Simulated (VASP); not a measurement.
# Re (P6_3/mmc) in VASP: further runs

The runs below take Re through single point, relaxation of cell and atoms, with PBEsol.

Everything below comes from runs of VASP 6.6.1. Logs are shortened: lines on timing, memory, paths and dates and some standing lists are left out, and cuts for length are marked.

## (1) The cell of the first run

Symmetry: P6_3/mmc, No. 194, hexagonal system. The conventional cell has a = 2.750 Å, b = 2.750 Å, c = 4.443 Å, α = 90.00°, β = 90.00°, γ = 120.00°. Within 3.6 Å of Re (site symmetry -6m2) lie 12 Re at 2.73 to 2.75 Å.

## (2) Single point, PBEsol

Contents of INCAR:

```
SYSTEM = Re
PREC     = Accurate       ! precision mode
ENCUT    = 520            ! plane-wave cutoff, eV
EDIFF    = 1E-6           ! SCF threshold, eV
ISMEAR   = 0              ! smearing method
SIGMA    = 0.1            ! smearing width, eV
LREAL    = .False.        ! projectors in reciprocal space
LASPH    = .True.         ! aspherical terms in the spheres
NELM     = 80             ! most SCF steps
ALGO     = Normal         ! electronic algorithm
ISIF     = 2              ! what is computed and relaxed
LWAVE    = .False.        ! write WAVECAR
LCHARG   = .True.         ! write CHGCAR
GGA      = PS             ! functional
LELF     = .True.         ! ELF
LVHAR    = .True.       
NBANDS   = 14             ! bands
```

Contents of KPOINTS:

```
Automatic mesh
0
Gamma
  18 18 10
  0 0 0
```

Contents of POSCAR:

```
Re
1.0
    2.7503765290      0.0000000000      0.0000000000
   -1.3751882645      2.3818959441      0.0000000000
    0.0000000000      0.0000000000      4.4432286439
Re
2
Direct
    0.3333333333      0.6666666667      0.2500000000
    0.6666666667      0.3333333333      0.7500000000
```

Potentials or basis: VASP PAW PBE potentials, release 64 (Re).

Launch:

```console
$ cat potpaw_PBE.64/Re/POTCAR > POTCAR
$ mpirun -np 1 vasp_std > vasp.out
```

OUTCAR:

```text
SYSTEM = Re
   PREC = Accurate
   ENCUT = 520
   EDIFF = 1E-6
   ISMEAR = 0
   LREAL = .False.
   LASPH = .True.
   NELM = 80
   ISIF = 2
   GGA = PS

 ion  position               nearest neighbor table
   1  0.333  0.667  0.250-   2 2.73   2 2.73   2 2.73   2 2.73   2 2.73   2 2.73
   2  0.667  0.333  0.750-   1 2.73   1 2.73   1 2.73   1 2.73   1 2.73   1 2.73

  LATTYP: Found a hexagonal cell.
 ALAT       =     2.7503765290
 C/A-ratio  =     1.6154983134

  Lattice vectors:

 A1 = (   2.7503765290,   0.0000000000,   0.0000000000)
 A2 = (  -1.3751882645,   2.3818959441,   0.0000000000)
 A3 = (   0.0000000000,   0.0000000000,   4.4432286439)

Analysis of symmetry for initial positions (statically):
=====================================================================
 Subroutine PRICEL returns:
 Original cell was already a primitive cell.

 Routine SETGRP: Setting up the symmetry group for a
 hexagonal supercell.

 Subroutine GETGRP returns: Found 24 space group operations
 (whereof 12 operations were pure point group operations)
 out of a pool of 24 trial point group operations.

The static configuration has the point symmetry D_3d.
 The point group associated with its full space group is D_6h.

Analysis of symmetry for dynamics (positions and initial velocities):
=====================================================================
 Subroutine PRICEL returns:
 Original cell was already a primitive cell.

 Routine SETGRP: Setting up the symmetry group for a
 hexagonal supercell.

 Subroutine GETGRP returns: Found 24 space group operations
 (whereof 12 operations were pure point group operations)
 out of a pool of 24 trial point group operations.

The dynamic configuration has the point symmetry D_3d.
 The point group associated with its full space group is D_6h.

 Subroutine INISYM returns: Found 24 space group operations
 (whereof 12 operations are pure point group operations),
 and found     1 'primitive' translations

----------------------------------------------------------------------------------------

                                     Primitive cell

  volume of cell :      29.1081

  direct lattice vectors                    reciprocal lattice vectors
     2.750376529  0.000000000  0.000000000     0.363586581  0.209916811  0.000000000
    -1.375188264  2.381895944  0.000000000     0.000000000  0.419833621  0.000000000
     0.000000000  0.000000000  4.443228644     0.000000000  0.000000000  0.225061567

  length of vectors
     2.750376529  2.750376529  4.443228644     0.419833621  0.419833621  0.225061567

  position of ions in fractional coordinates (direct lattice)
     0.333333333  0.666666667  0.250000000
     0.666666667  0.333333333  0.750000000

  ion indices of the primitive-cell ions
   primitive index   ion index
                 1           1
                 2           2

----------------------------------------------------------------------------------------

 KPOINTS: Automatic mesh

Automatic generation of k-mesh.
 Grid dimensions read from file:
 generate k-points for:   18   18   10

 Generating k-lattice:

  Cartesian coordinates                     Fractional coordinates (reciprocal lattice)
     0.020199255  0.011662045  0.000000000     0.055555556  0.000000000  0.000000000
     0.000000000  0.023324090  0.000000000     0.000000000  0.055555556  0.000000000
     0.000000000  0.000000000  0.022506157     0.000000000  0.000000000  0.100000000

  Length of vectors
     0.023324090  0.023324090  0.022506157

  Shift w.r.t. Gamma in fractional coordinates (k-lattice)
     0.000000000  0.000000000  0.000000000

 Subroutine IBZKPT returns following result:
 ===========================================

 Found    222 irreducible k-points:

 Following reciprocal coordinates:
            Coordinates               Weight
  0.000000  0.000000  0.000000      1.000000
  0.055556  0.000000  0.000000      6.000000
  0.111111  0.000000  0.000000      6.000000
  0.166667  0.000000  0.000000      6.000000
  0.222222  0.000000  0.000000      6.000000
  0.277778  0.000000  0.000000      6.000000
[... 16 lines left out ...]
  0.333333  0.111111  0.000000     12.000000
  0.388889  0.111111  0.000000     12.000000
 [... further k-points ...]
   k-points           NKPTS =    222   k-points in BZ     NKDIM =    222   number of bands    NBANDS=     14
   number of dos      NEDOS =    301   number of ions     NIONS =      2
   total plane-waves  NPLWV =  14400
   dimension x,y,z NGX =    20 NGY =   20 NGZ =   36
   dimension x,y,z NGXF=    40 NGYF=   40 NGZF=   72
   ions per type =               2
   NGX,Y,Z   is equivalent  to a cutoff of  12.09, 12.09, 13.47 a.u.
   NGXF,Y,Z  is equivalent  to a cutoff of  24.18, 24.18, 26.94 a.u.
 SYSTEM =  Re
   PREC   = accura    normal or accurate (medium, high low for compatibility)
   ISTART =      0    job   : 0-new  1-cont  2-samecut
   ICHARG =      2    charge: 1-file 2-atom 10-const
   ISPIN  =      1    spin polarized calculation?
   LNONCOLLINEAR =      F non collinear calculations
   LSORBIT =      F    spin-orbit coupling
   LASPH  =      T    aspherical Exc in radial PAW
   ENCUT  =  520.0 eV  38.22 Ry    6.18 a.u.   5.11  5.11  8.26*2*pi/ulx,y,z
   NELM   =     80;   NELMIN=  2; NELMDL= -5     # of ELM steps
   EDIFF  = 0.1E-05   stopping-criterion for ELM
   LREAL  =      F    real-space projection
   EDIFFG = 0.1E-04   stopping-criterion for IOM
   NSW    =      0    number of steps for IOM
   IBRION =     -1    ionic relax: 0-MD 1-quasi-New 2-CG
   NFREE  =      0    steps in history (QN), initial steepest desc. (CG)
   ISIF   =      2    stress and relaxation
   ISYM   =      2    0-nonsym 1-usesym 2-fastsym
   POTIM  = 0.5000    time-step for ionic-motion
   TEBEG  =    0.0;   TEEND  =   0.0 temperature during run
   PSTRESS=    0.0 pullay stress
   NELECT =      14.0000    total number of electrons
   NUPDOWN=      -1.0000    fix difference up-down
   EMIN   =  10.00;   EMAX   =-10.00  energy-range for DOS
   EFERMI =   0.00;   METHOD = LEGACY
   ISMEAR =     0;   SIGMA  =   0.10  broadening in eV -4-tet -1-fermi 0-gaus
   EFERMI_NEDOS =   21; number of points for ismear=-14 and -15
   IALGO  =     38    algorithm
   IMIX   =      4    mixing-type and parameters
     AMIX     =   0.40;   BMIX     =  1.00
     AMIX_MAG =   1.60;   BMIX_MAG =  1.00
  volume/ion in A,a.u.               =      14.55        98.22
  Fermi-wavevector in a.u.,A,eV,Ry     =   1.282664  2.423884 22.384679  1.645227
  Thomas-Fermi vector in A             =   2.414962
   LORBIT       =      0    0 simple, 1 ext, 2 COOP (PROOUT), +10 PAW based schemes
   GGA     = PS    functional components
   LHFCALC =     F    Hartree Fock is set to
   AEXX    =    0.0000 exact exchange contribution
   IVDW    =     0    specifies the selected vdW correction
   LEPSILON=     F    determine dielectric tensor
   LRPA    =     F    only Hartree local field effects (RPA)
 non-spin polarized calculation
 Gauss-broadening in eV      SIGMA  =   0.10
  energy-cutoff  :      520.00
  volume of cell :       29.11
 maximum number of plane-waves:       798
   NGX = 11   NGY = 11   NGZ = 17

 number of electron      14.0000001 magnetization

 Free energy of the ion-electron system (eV)
  ---------------------------------------------------
  ext. energy  EPLUGINS =         0.00000000
  ---------------------------------------------------
  free energy    TOTEN  =       -26.74053539 eV

  energy without entropy =      -26.73239951  energy(sigma->0) =      -26.73646745

 E-fermi :   7.8357     XC(G=0): -13.8794

 val. band max:        7.8348588029   @ k =   0.3889   0.0000   0.5000
 cond. band min:       7.8417032697   @ k =   0.2778   0.0000   0.5000
 fundamental gap:      0.0068444668
 Fermi energy:         7.8357393734

 k-point     1 :       0.0000    0.0000    0.0000
  band No.  band energies     occupation
      1      -2.1208      2.00000
      2       1.1297      2.00000
      3       6.2359      2.00000
      4       6.2385      2.00000
      5       6.2385      2.00000
      6       7.0919      2.00000
      7       7.0919      2.00000
      8       8.0426      0.00344
      9       8.0426      0.00344
     10       8.4846      0.00000
     11      11.2734      0.00000
     12      11.2734      0.00000
     13      17.9921      0.00000
     14      22.0416      0.00000

 k-point     2 :       0.0556    0.0000    0.0000
  band No.  band energies     occupation
      1      -1.9920      2.00000
      2       1.2515      2.00000
      3       5.8650      2.00000
      4       6.3567      2.00000
      5       6.5658      2.00000
      6       6.9981      2.00000
      7       7.2037      2.00000
      8       7.7807      1.56395
      9       7.9410      0.13666
     10       8.1559      0.00001
     11      11.3431      0.00000
     12      11.8694      0.00000
     13      17.9886      0.00000
     14      22.3309      0.00000

 k-point     3 :       0.1111    0.0000    0.0000
  band No.  band energies     occupation
      1      -1.6169      2.00000
      2       1.5938      2.00000
      3       5.4305      2.00000
      4       6.6896      2.00000
      5       6.7070      2.00000
      6       6.8500      2.00000
      7       6.9816      2.00000
      8       7.5342      1.99998
      9       7.6743      1.97755
     10       7.9058      0.32208
     11      11.5169      0.00000
     12      13.0788      0.00000
     13      17.9463      0.00000
     14      23.1312      0.00000
[... 324 lines left out ...]
 k-point    23 :       0.3333    0.1111    0.0000
  band No.  band energies     occupation
      1       1.9889      2.00000
      2       2.4741      2.00000
      3       2.9052      2.00000
      4       5.1107      2.00000
      5       5.7535      2.00000
      6       6.6833      2.00000
      7       6.8713      2.00000
      8      10.1599      0.00000
      9      11.2297      0.00000
     10      11.9960      0.00000
     11      12.5802      0.00000
     12      17.5036      0.00000
     13      18.1391      0.00000
     14      20.1920      0.00000

 k-point    24 :       0.3889    0.1111    0.0000
  band No.  band energies     occupation
      1       2.1889      2.00000
      2       2.3182      2.00000
      3       2.6321      2.00000
      4       5.5407      2.00000
      5       5.7253      2.00000
      6       6.4516      2.00000
      7       7.2141      2.00000
      8      11.1113      0.00000
      9      11.7236      0.00000
     10      12.0161      0.00000
     11      13.5927      0.00000
     12      16.3869      0.00000
     13      18.1410      0.00000
     14      19.2000      0.00000

 [... further k-points ...]
[... 5 lines left out ...]
  --------------------------------------------------------------------------------------
  -------------------------------------------------------------------------------------
  Total        0.0069852      0.0069852     -0.0159623      0.0000000     -0.0000000     -0.0000000
  in kB        0.3844808      0.3844808     -0.8786040      0.0000000     -0.0000000     -0.0000000
  external PRESSURE =      -0.0365474 kB  Pullay stress =       0.0000000 kB

 VOLUME and BASIS-vectors are now :
 -----------------------------------------------------------------------------
  energy-cutoff  :      520.00
  volume of cell :       29.11
      direct lattice vectors                 reciprocal lattice vectors
     2.750376529  0.000000000  0.000000000     0.363586581  0.209916811  0.000000000
    -1.375188264  2.381895944  0.000000000     0.000000000  0.419833621  0.000000000
     0.000000000  0.000000000  4.443228644     0.000000000  0.000000000  0.225061567

 POSITION                                       TOTAL-FORCE (eV/Angst)
 -----------------------------------------------------------------------------------
     -0.00000      1.58793      1.11081        -0.000000      0.000000      0.000000
      1.37519      0.79397      3.33242         0.000000     -0.000000      0.000000
 -----------------------------------------------------------------------------------
    total drift:                               -0.000000      0.000000     -0.000000

  FREE ENERGIE OF THE ION-ELECTRON SYSTEM (eV)
  ---------------------------------------------------
  free  energy   TOTEN  =       -26.7405353920 eV

  energy  without entropy=      -26.7323995113  energy(sigma->0) =      -26.73646745
```

It took 35 s on 1 thread of Intel Xeon Platinum 8481C at 2.70GHz (Sapphire Rapids), shared host; peak memory 0.2 GiB.

What came out:

* Free energy: -26.7405 eV
* Pressure: 0.0 GPa
* Band gap on the k mesh: zero (bands 7 and 8 overlap by 3.23 eV)

Caveat: the PAW data sets were made with another functional, which shifts forces and pressure a little; spin-orbit coupling is left out, which moves the levels of the heavy elements.

(Continued in part 2 of 2.)
